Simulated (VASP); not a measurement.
Wanted: the native input for a VASP 6.6.1 run.

* Task: single point
* Functional: r2SCAN
* Potentials or basis: VASP PAW PBE potentials, release 64 (Fe)
* Cutoff: 520 eV
* k mesh: 14 × 14 × 14
* Occupations: fermi-dirac, width 0.05 eV
* Spin: collinear spin, ferromagnetic start
* Starting moments: [3.0] μB
* Dipole correction: no
* Further INCAR settings: ALGO = Normal; EDIFF = 1e-07; NBANDS = 14

The system is Fe.

```xyz
1
Lattice="-1.3932 1.3932 1.3932 1.3932 -1.3932 1.3932 1.3932 1.3932 -1.3932" Properties=species:S:1:pos:R:3 pbc="T T T"
Fe    0.0000    0.0000    0.0000
```

This cell differs from its parent crystal: volume scaled by 0.9.

The input as run:

POSCAR

```
Fe
1.0
   -1.3932011820      1.3932011820      1.3932011820
    1.3932011820     -1.3932011820      1.3932011820
    1.3932011820      1.3932011820     -1.3932011820
Fe
1
Direct
    0.0000000000      0.0000000000      0.0000000000
```

INCAR.step1

```
PREC     = Accurate       # precision mode
ENCUT    = 520            # plane-wave cutoff, eV
ISMEAR   = -1             # smearing method
SIGMA    = 0.05           # smearing width, eV
LREAL    = F              # projectors in reciprocal space
LASPH    = T              # aspherical terms in the spheres
NELM     = 150            # most SCF steps
ISPIN    = 2              # spin polarisation
MAGMOM   = 3              # initial moments
LMAXMIX  = 4              # l up to which the mixer works
NBANDS   = 14             # bands
GGA      = PE             # functional
ALGO     = Normal         # electronic algorithm
EDIFF    = 1E-4           # SCF threshold, eV
LWAVE    = T              # write WAVECAR
LCHARG   = F              # write CHGCAR
```

INCAR.step2

```
PREC     = Accurate       # precision mode
ENCUT    = 520            # plane-wave cutoff, eV
EDIFF    = 1E-7           # SCF threshold, eV
ISMEAR   = -1             # smearing method
SIGMA    = 0.05           # smearing width, eV
LREAL    = F              # projectors in reciprocal space
LASPH    = T              # aspherical terms in the spheres
NELM     = 150            # most SCF steps
ALGO     = Normal         # electronic algorithm
ISIF     = 2              # what is computed and relaxed
LWAVE    = F              # write WAVECAR
LCHARG   = F              # write CHGCAR
ISPIN    = 2              # spin polarisation
MAGMOM   = 3              # initial moments
LORBIT   = 11             # projections on sites
LMAXMIX  = 4              # l up to which the mixer works
METAGGA  = R2SCAN         # meta-GGA
LMIXTAU  = T            
NBANDS   = 14             # bands
ISTART   = 1
```

KPOINTS

```
regular mesh
0
Gamma
  14 14 14
```

Potentials or basis: VASP PAW PBE potentials, release 64 (Fe).

Command:

```sh
$ cat potpaw_PBE.64/Fe/POTCAR > POTCAR
$ cp INCAR.step1 INCAR
$ mpirun -np 1 vasp_std > vasp.out
$ cp INCAR.step2 INCAR
$ mpirun -np 1 vasp_std > vasp.out
```

Results of the run:

```yaml
Pressure: 17.1 GPa
Net_moment: 2.53 μB per cell
Site_moments: Fe +2.57 μB
Valence_electrons_inside_the_program's_atomic_spheres: Fe 7.38
```

Caveat: the PAW data sets were made with another functional, which shifts forces and pressure a little.

Run time: 56 s on 1 thread of Intel(R) Xeon(R) 6975P-C (Granite Rapids), with other jobs on the host, peak memory 0.14 GiB.
